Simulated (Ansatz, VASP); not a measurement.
# Si3Se2 in VASP and in Ansatz

```
Si Se
1.0
     3.61571    2.08753    6.32635
    -3.61571    2.08753    6.32635
     0.00000   -4.17506    6.32635
Si Se
6 4
Direct
  0.48024 0.01976 0.25000
  0.25000 0.48024 0.01976
  0.01976 0.25000 0.48024
  0.51976 0.98024 0.75000
  0.75000 0.51976 0.98024
  0.98024 0.75000 0.51976
  0.34628 0.34628 0.34628
  0.15372 0.15372 0.15372
  0.65372 0.65372 0.65372
  0.84628 0.84628 0.84628
```

Alike in both runs: functional PBE; k mesh 6 × 6 × 6; occupations gaussian, width 0.01 eV; no spin polarisation.

Ansatz relaxed the structure, and its values are those at the end. VASP's run is a single point on that final structure, the one shown.

```csv
,VASP,Ansatz
version,VASP 6.6.1,Ansatz 0.2.0
potentials or method,"VASP PAW PBE potentials, release 64 (Si, Se), cutoff 520 eV","scalar-relativistic, plane waves, PAW"
valence electrons in the cell,48,88
```

```tsv
	VASP	Ansatz	Ansatz less VASP
gap on the k mesh at the Fermi level (eV)	none	none	-
pressure (GPa)	0.0	0.0	-0.01
rms of the force components (eV/Å)	0.006	0.002	-0.0036
```

A gap of «none» marks a metal or a gap that the smearing closes. VASP's potentials hold 48 valence electrons a cell and Ansatz's 88, so a difference there can come from the potentials and not from the codes.
